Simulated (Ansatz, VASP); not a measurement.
CaS: VASP beside Ansatz

```
Ca S
1.0
     0.00000    2.85237    2.85237
     2.85237    0.00000    2.85237
     2.85237    2.85237    0.00000
Ca S
1 1
Direct
  0.98700 0.36500 0.21500
  0.48700 0.86500 0.71500
```

Alike in both runs: task single point; functional PBE; k mesh 4 × 4 × 4; occupations gaussian, width 0.1 eV; no spin polarisation.

|  | VASP | Ansatz |
| --- | --- | --- |
| version | VASP 6.6.1 | Ansatz 0.2.0 |
| potentials or method | VASP PAW PBE potentials, release 64 (Ca_sv, S), cutoff 500 eV | scalar-relativistic, plane waves, PAW |
| valence electrons in the cell | 16 | 16 |

```tsv
	VASP	Ansatz	Ansatz less VASP
gap on the k mesh at the Fermi level (eV)	2.36	2.37	+0.005
least direct gap on the mesh (eV)	3.16	3.17	+0.005
pressure (GPa)	0.5	0.3	-0.15
```

The k mesh is coarse, so the values compare programs but aren't converged.
